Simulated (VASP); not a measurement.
# LiCl (Fm-3m) in VASP: single point with r2SCAN

Aim: the single point of LiCl with r2SCAN.

All numbers are computed with VASP 6.6.1; they aren't measurements. Logs are shortened: lines on timing, memory, paths and dates and some standing lists are left out, and cuts for length are marked.

### 1 The cell of the first run

The structure is cubic, space group Fm-3m (No. 225). Conventional cell: a = 5.169 Å, b = 5.169 Å, c = 5.169 Å, α = 90.00°, β = 90.00°, γ = 90.00°. Li (site symmetry m-3m) has 6 Cl at 2.58 Å within 3.4 Å. Cl (site symmetry m-3m) has 6 Li at 2.58 Å within 3.4 Å.

### 2 Single point, r2SCAN

The input, POSCAR:

```
LiCl
1.0
    0.0000000000      2.5847004900      2.5847004900
    2.5847004900      0.0000000000      2.5847004900
    2.5847004900      2.5847004900      0.0000000000
Li Cl
1 1
Direct
    0.0000000000      0.0000000000      0.0000000000
    0.5000000000      0.5000000000      0.5000000000
```

The input, INCAR.step1:

```
SYSTEM = LiCl
PREC     = Accurate       ! precision mode
ENCUT    = 520            ! plane-wave cutoff, eV
ISMEAR   = 1              ! smearing method
SIGMA    = 0.2188         ! smearing width, eV
LREAL    = .FALSE.        ! projectors in reciprocal space
LASPH    = .TRUE.         ! aspherical terms in the spheres
NELM     = 60             ! most SCF steps
NBANDS   = 12             ! bands
GGA      = PE             ! functional
ALGO     = Normal         ! electronic algorithm
EDIFF    = 1E-4           ! SCF threshold, eV
LWAVE    = .TRUE.         ! write WAVECAR
LCHARG   = .FALSE.        ! write CHGCAR
```

The input, INCAR.step2:

```
SYSTEM = LiCl
PREC     = Accurate       ! precision mode
ENCUT    = 520            ! plane-wave cutoff, eV
EDIFF    = 1E-6           ! SCF threshold, eV
ISMEAR   = 1              ! smearing method
SIGMA    = 0.2188         ! smearing width, eV
LREAL    = .FALSE.        ! projectors in reciprocal space
LASPH    = .TRUE.         ! aspherical terms in the spheres
NELM     = 60             ! most SCF steps
ALGO     = Normal         ! electronic algorithm
ISIF     = 2              ! what is computed and relaxed
LWAVE    = .FALSE.        ! write WAVECAR
LCHARG   = .FALSE.        ! write CHGCAR
METAGGA  = R2SCAN         ! meta-GGA
LMIXTAU  = .TRUE.       
NBANDS   = 12             ! bands
ISTART   = 1
```

The input, KPOINTS:

```
Automatic mesh
0
G
  9 9 9
  0 0 0
```

Potentials or basis: VASP PAW PBE potentials, release 64 (Li_sv, Cl).

Command:

```sh
> cat potpaw_PBE.64/Li_sv/POTCAR potpaw_PBE.64/Cl/POTCAR > POTCAR
> cp INCAR.step1 INCAR
> mpirun -np 1 vasp_std > vasp.out
> cp INCAR.step2 INCAR
> mpirun -np 1 vasp_std > vasp.out
```

OUTCAR:

```text
SYSTEM = LiCl
   PREC = Accurate
   ENCUT = 520
   EDIFF = 1E-6
   ISMEAR = 1
   LREAL = .FALSE.
   LASPH = .TRUE.
   NELM = 60
   ISIF = 2
   METAGGA = R2SCAN
   ISTART = 1

 ion  position               nearest neighbor table
   1  0.000  0.000  0.000-   2 2.58   2 2.58   2 2.58   2 2.58   2 2.58   2 2.58
   2  0.500  0.500  0.500-   1 2.58   1 2.58   1 2.58   1 2.58   1 2.58   1 2.58

  LATTYP: Found a face centered cubic cell.
 ALAT       =     5.1694009800

  Lattice vectors:

 A1 = (   0.0000000000,   2.5847004900,   2.5847004900)
 A2 = (   2.5847004900,   0.0000000000,   2.5847004900)
 A3 = (   2.5847004900,   2.5847004900,   0.0000000000)

Analysis of symmetry for initial positions (statically):
=====================================================================
 Subroutine PRICEL returns:
 Original cell was already a primitive cell.

 Routine SETGRP: Setting up the symmetry group for a
 face centered cubic supercell.

 Subroutine GETGRP returns: Found 48 space group operations
 (whereof 48 operations were pure point group operations)
 out of a pool of 48 trial point group operations.

The static configuration has the point symmetry O_h .

Analysis of symmetry for dynamics (positions and initial velocities):
=====================================================================
 Subroutine PRICEL returns:
 Original cell was already a primitive cell.

 Routine SETGRP: Setting up the symmetry group for a
 face centered cubic supercell.

 Subroutine GETGRP returns: Found 48 space group operations
 (whereof 48 operations were pure point group operations)
 out of a pool of 48 trial point group operations.

The dynamic configuration has the point symmetry O_h .

 Subroutine INISYM returns: Found 48 space group operations
 (whereof 48 operations are pure point group operations),
 and found     1 'primitive' translations

----------------------------------------------------------------------------------------

                                     Primitive cell

  volume of cell :      34.5351

  direct lattice vectors                    reciprocal lattice vectors
     0.000000000  2.584700490  2.584700490    -0.193446011  0.193446011  0.193446011
     2.584700490  0.000000000  2.584700490     0.193446011 -0.193446011  0.193446011
     2.584700490  2.584700490  0.000000000     0.193446011  0.193446011 -0.193446011

  length of vectors
     3.655318488  3.655318488  3.655318488     0.335058320  0.335058320  0.335058320

  position of ions in fractional coordinates (direct lattice)
     0.000000000  0.000000000  0.000000000
     0.500000000  0.500000000  0.500000000

  ion indices of the primitive-cell ions
   primitive index   ion index
                 1           1
                 2           2

----------------------------------------------------------------------------------------

 KPOINTS: Automatic mesh

Automatic generation of k-mesh.
 Grid dimensions read from file:
 generate k-points for:    9    9    9

 Generating k-lattice:

  Cartesian coordinates                     Fractional coordinates (reciprocal lattice)
    -0.021494001  0.021494001  0.021494001     0.111111111  0.000000000  0.000000000
     0.021494001 -0.021494001  0.021494001     0.000000000  0.111111111  0.000000000
     0.021494001  0.021494001 -0.021494001     0.000000000  0.000000000  0.111111111

  Length of vectors
     0.037228702  0.037228702  0.037228702

  Shift w.r.t. Gamma in fractional coordinates (k-lattice)
     0.000000000  0.000000000  0.000000000

 Subroutine IBZKPT returns following result:
 ===========================================

 Found     35 irreducible k-points:

 Following reciprocal coordinates:
            Coordinates               Weight
  0.000000  0.000000  0.000000      1.000000
  0.111111  0.000000  0.000000      8.000000
  0.222222  0.000000  0.000000      8.000000
  0.333333  0.000000  0.000000      8.000000
  0.444444  0.000000  0.000000      8.000000
  0.111111  0.111111  0.000000      6.000000
[... 16 lines left out ...]
 -0.333333  0.333333  0.000000     12.000000
  0.444444  0.444444  0.000000      6.000000
 [... further k-points ...]
   k-points           NKPTS =     35   k-points in BZ     NKDIM =     35   number of bands    NBANDS=     12
   number of dos      NEDOS =    301   number of ions     NIONS =      2
   total plane-waves  NPLWV =  21952
   dimension x,y,z NGX =    28 NGY =   28 NGZ =   28
   dimension x,y,z NGXF=    56 NGYF=   56 NGZF=   56
   ions per type =               1   1
   NGX,Y,Z   is equivalent  to a cutoff of  12.73, 12.73, 12.73 a.u.
   NGXF,Y,Z  is equivalent  to a cutoff of  25.47, 25.47, 25.47 a.u.
 SYSTEM =  LiCl
   PREC   = accura    normal or accurate (medium, high low for compatibility)
   ISTART =      1    job   : 0-new  1-cont  2-samecut
   ICHARG =      0    charge: 1-file 2-atom 10-const
   ISPIN  =      1    spin polarized calculation?
   LNONCOLLINEAR =      F non collinear calculations
   LSORBIT =      F    spin-orbit coupling
   LASPH  =      T    aspherical Exc in radial PAW
   ENCUT  =  520.0 eV  38.22 Ry    6.18 a.u.   6.80  6.80  6.80*2*pi/ulx,y,z
   NELM   =     60;   NELMIN=  2; NELMDL=  0     # of ELM steps
   EDIFF  = 0.1E-05   stopping-criterion for ELM
   LREAL  =      F    real-space projection
   EDIFFG = 0.1E-04   stopping-criterion for IOM
   NSW    =      0    number of steps for IOM
   IBRION =     -1    ionic relax: 0-MD 1-quasi-New 2-CG
   NFREE  =      0    steps in history (QN), initial steepest desc. (CG)
   ISIF   =      2    stress and relaxation
   ISYM   =      2    0-nonsym 1-usesym 2-fastsym
   POTIM  = 0.5000    time-step for ionic-motion
   TEBEG  =    0.0;   TEEND  =   0.0 temperature during run
   PSTRESS=    0.0 pullay stress
   NELECT =      10.0000    total number of electrons
   NUPDOWN=      -1.0000    fix difference up-down
   EMIN   =  10.00;   EMAX   =-10.00  energy-range for DOS
   EFERMI =   0.00;   METHOD = LEGACY
   ISMEAR =     1;   SIGMA  =   0.22  broadening in eV -4-tet -1-fermi 0-gaus
   EFERMI_NEDOS =   21; number of points for ismear=-14 and -15
   IALGO  =     38    algorithm
   IMIX   =      4    mixing-type and parameters
     AMIX     =   0.40;   BMIX     =  1.00
     AMIX_MAG =   1.60;   BMIX_MAG =  1.00
  volume/ion in A,a.u.               =      17.27       116.53
  Fermi-wavevector in a.u.,A,eV,Ry     =   1.083065  2.046696 15.960046  1.173030
  Thomas-Fermi vector in A             =   2.219122
   LORBIT       =      0    0 simple, 1 ext, 2 COOP (PROOUT), +10 PAW based schemes
   METAGGA = R2SCAN    functional components
   LHFCALC =     F    Hartree Fock is set to
   AEXX    =    0.0000 exact exchange contribution
   IVDW    =     0    specifies the selected vdW correction
   LEPSILON=     F    determine dielectric tensor
   LRPA    =     F    only Hartree local field effects (RPA)
 non-spin polarized calculation
 Methfessel and Paxton  Order N= 1 SIGMA  =   0.22
  energy-cutoff  :      520.00
  volume of cell :       34.54
 maximum number of plane-waves:       944
   NGX = 13   NGY = 13   NGZ = 13

 number of electron      10.0000011 magnetization

 Free energy of the ion-electron system (eV)
  ---------------------------------------------------
  ext. energy  EPLUGINS =         0.00000000
  ---------------------------------------------------
  free energy    TOTEN  =       -12.57866044 eV

  energy without entropy =      -12.58494821  energy(sigma->0) =      -12.58075636

 E-fermi :   0.0893     XC(G=0):  -9.0557

 val. band max:        0.0155043645   @ k =   0.0000   0.0000   0.0000
 cond. band min:       7.1684021492   @ k =   0.0000   0.0000   0.0000
 fundamental gap:      7.1528977847
 Fermi energy:         0.0893246290

 k-point     1 :       0.0000    0.0000    0.0000
  band No.  band energies     occupation
      1     -44.8400      2.00000
      2     -13.8865      2.00000
      3       0.0155      1.53661
      4       0.0155      1.53661
      5       0.0155      1.53661
      6       7.1684      0.00000
      7      12.6591      0.00000
      8      12.6591      0.00000
      9      12.6591      0.00000
     10      15.3356      0.00000
     11      15.3356      0.00000
     12      15.7269      0.00000

 k-point     2 :       0.1111    0.0000    0.0000
  band No.  band energies     occupation
      1     -44.8396      2.00000
      2     -13.8278      2.00000
      3      -0.3906      2.00815
      4      -0.0179      1.72892
      5      -0.0178      1.72892
      6       7.5401      0.00000
      7      12.0118      0.00000
      8      12.6709      0.00000
      9      12.6710      0.00000
     10      14.0005      0.00000
     11      14.0006      0.00000
     12      16.0933      0.00000

 k-point     3 :       0.2222    0.0000    0.0000
  band No.  band energies     occupation
      1     -44.8389      2.00000
      2     -13.6729      2.00000
      3      -1.2792      2.00000
      4      -0.0991      2.00826
      5      -0.0991      2.00825
      6       8.0115      0.00000
      7      11.6597      0.00000
      8      11.7886      0.00000
      9      11.7888      0.00000
     10      14.4243      0.00000
     11      14.4243      0.00000
     12      16.5688      0.00000
[... 286 lines left out ...]
 k-point    23 :      -0.3333    0.3333    0.0000
  band No.  band energies     occupation
      1     -44.8372      2.00000
      2     -13.1665      2.00000
      3      -2.1096      2.00000
      4      -1.9600      2.00000
      5      -0.6236      2.00004
      6       8.9324      0.00000
      7      11.4307      0.00000
      8      11.7502      0.00000
      9      11.8860      0.00000
     10      15.4831      0.00000
     11      16.8748      0.00000
     12      19.5704      0.00000

 k-point    24 :       0.4444    0.4444    0.0000
  band No.  band energies     occupation
      1     -44.8371      2.00000
      2     -13.1275      2.00000
      3      -2.7295      2.00000
      4      -1.0358      2.00000
      5      -1.0358      2.00000
      6       8.7907      0.00000
      7       9.0395      0.00000
      8      13.0837      0.00000
      9      15.0658      0.00000
     10      15.0659      0.00000
     11      17.6327      0.00000
     12      19.5754      0.00000

 [... further k-points ...]

------------------------ aborting loop because EDIFF is reached ----------------------------------------

  FORCE on cell =-STRESS in cart. coord.  units (eV):
  Direction    XX          YY          ZZ          XY          YZ          ZX
  --------------------------------------------------------------------------------------
  -------------------------------------------------------------------------------------
  Total       -0.3608722     -0.3608722     -0.3608722      0.0000000     -0.0000000      0.0000000
  in kB      -16.7418463    -16.7418463    -16.7418463      0.0000000     -0.0000000      0.0000000
  external PRESSURE =     -16.7418463 kB  Pullay stress =       0.0000000 kB

 VOLUME and BASIS-vectors are now :
 -----------------------------------------------------------------------------
  energy-cutoff  :      520.00
  volume of cell :       34.54
      direct lattice vectors                 reciprocal lattice vectors
     0.000000000  2.584700490  2.584700490    -0.193446011  0.193446011  0.193446011
     2.584700490  0.000000000  2.584700490     0.193446011 -0.193446011  0.193446011
     2.584700490  2.584700490  0.000000000     0.193446011  0.193446011 -0.193446011

 POSITION                                       TOTAL-FORCE (eV/Angst)
 -----------------------------------------------------------------------------------
      0.00000      0.00000      0.00000         0.000000      0.000000     -0.000000
      2.58470      2.58470      2.58470        -0.000000     -0.000000      0.000000
 -----------------------------------------------------------------------------------
    total drift:                                0.000000      0.000000      0.000000

  FREE ENERGIE OF THE ION-ELECTRON SYSTEM (eV)
  ---------------------------------------------------
  free  energy   TOTEN  =       -12.5786604396 eV

  energy  without entropy=      -12.5849482098  energy(sigma->0) =      -12.58075636
```

Run time: 32 s. Hardware: 1 thread of Intel Xeon 6975P-C (Granite Rapids), shared host; peak memory 0.15 GiB.

Results:

```yaml
Free_energy: -12.5787 eV
Band_gap_on_the_k_mesh: 7.15 eV, direct
```

Caveat: the cutoff is under 1.25 times the usual one of these potentials, so pressure, stress and relaxed cells hold a basis-set (Pulay) error; the PAW data sets were made with another functional, which shifts forces and pressure a little. A k mesh can miss the band edges.
